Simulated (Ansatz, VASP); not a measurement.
One calculation of Si3Sn, two programs

The input INCAR:

```
SYSTEM = Si3Sn
PREC = Accurate
ENCUT = 520
EDIFF = 1E-6
ISMEAR = 0
SIGMA = 0.01
LREAL = .False.
LASPH = .True.
NELM = 60
ALGO = Normal
ISIF = 2
LWAVE = .False.
LCHARG = .True.
GGA = PE
LELF = .True.
LVHAR = .True.
NBANDS = 21
```

Contents of KPOINTS:

```
regular mesh
0
Gamma
  6 6 4
  0 0 0
```

The input POSCAR:

```
Si3Sn
1.0
    3.9819781552      0.0000000000      0.0000000000
    0.0000000000      3.9819781552      0.0000000000
    0.0000000000      0.0000000000      5.6654778826
Si Sn
3 1
Direct
    0.5000000000      0.0000000000      0.7754124099
    0.5000000000      0.5000000000      0.0000000000
    0.0000000000      0.5000000000      0.2245875901
    0.0000000000      0.0000000000      0.5000000000
```

Input for Ansatz:

```yaml
crystal:
  lattice:
    - [3.9819781552, 0.0, 0.0]
    - [0.0, 3.9819781552, 0.0]
    - [0.0, 0.0, 5.6654778826]
  atoms:
    - { symbol: Si, position: [0.5, 0.0, 0.7754124099] }
    - { symbol: Si, position: [0.5, 0.5, 0.0] }
    - { symbol: Si, position: [0.0, 0.5, 0.2245875901] }
    - { symbol: Sn, position: [0.0, 0.0, 0.5] }
kpoints:
  mp_grid: { grid: [6, 6, 4] }
hamiltonian:
  xc: pbe
scf:
  occupations: { method: fixed }
  n_extra_bands: 5
output:
  forces: true
  stress: true
  eigenvalues: true
```

Alike in both runs: task single point; functional PBE; k mesh 6 × 6 × 4; no spin polarisation.

```csv
,VASP,Ansatz
version,VASP 6.6.1,Ansatz 0.2.0
potentials or method,"VASP PAW PBE potentials, release 64 (Si, Sn_d)","plane waves, PAW"
plane-wave cutoff (eV),520,420
occupations,"gaussian, width 0.01 eV",fixed
valence electrons in the cell,26,26
```

|  | VASP | Ansatz | Ansatz less VASP |
| --- | --- | --- | --- |
| gap on the k mesh at the Fermi level (eV) | 0.13 | 0.13 | 0.000 |
| pressure (GPa) | 4.9 | 5.0 | +0.10 |
| rms of the force components (eV/Å) | 0.029 | 0.031 | +0.0019 |

Atom by atom the forces differ by 0.002 eV/Å (rms over components).
